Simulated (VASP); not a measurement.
Wanted: the native input for a VASP 6.6.1 run.

| Quantity | Value |
| --- | --- |
| Task | single point |
| Functional | PBE |
| Potentials or basis | VASP PAW PBE potentials, release 64 (Ru_pv, W_sv) |
| Cutoff | 520 eV |
| k mesh | 12 × 12 × 16 |
| Occupations | gaussian, width 0.1 eV |
| Spin | no spin polarisation |
| Dipole correction | no |
| Further INCAR settings | ALGO = Fast; EDIFF = 1e-07; NBANDS = 28 |

The structure of Ru2W lies in POSCAR:

```
Ru2W
1.0
    4.3189892601      0.0000000000      0.0000000000
   -2.1594946301      3.7403544180      0.0000000000
    0.0000000000      0.0000000000      2.7412420923
Ru W
2 1
Direct
    0.3333333333      0.6666666667      0.5000000000
    0.6666666667      0.3333333333      0.5000000000
    0.0000000000      0.0000000000      0.0000000000
```

One way to write it, as run:

INCAR

```
ALGO     = Fast           # electronic algorithm
EDIFF    = 1E-7           # SCF threshold, eV
ENCUT    = 520            # plane-wave cutoff, eV
GGA      = PE             # functional
ISIF     = 2              # what is computed and relaxed
ISMEAR   = 0              # smearing method
LASPH    = T              # aspherical terms in the spheres
LCHARG   = F              # write CHGCAR
LREAL    = F              # projectors in reciprocal space
LWAVE    = F              # write WAVECAR
NBANDS   = 28             # bands
NELM     = 80             # most SCF steps
PREC     = Accurate       # precision mode
SIGMA    = 0.1            # smearing width, eV
```

KPOINTS

```
k-points
0
Gamma
  12 12 16
```

Potentials or basis: VASP PAW PBE potentials, release 64 (Ru_pv, W_sv).

Run with:

```console
$ cat potpaw_PBE.64/Ru_pv/POTCAR potpaw_PBE.64/W_sv/POTCAR > POTCAR
$ mpirun -np 1 vasp_std > vasp.out
```

It gave:

```json
{
 "Pressure": "0.2 GPa",
 "Band gap on the k mesh": "zero (bands 21 and 22 overlap by 3.38 eV)"
}
```

Caveat: spin-orbit coupling is left out, which moves the levels of the heavy elements.

Run time: 89 s on 1 thread of Intel(R) Xeon(R) 6975P-C (Granite Rapids), with other jobs on the host, peak memory 0.3 GiB.
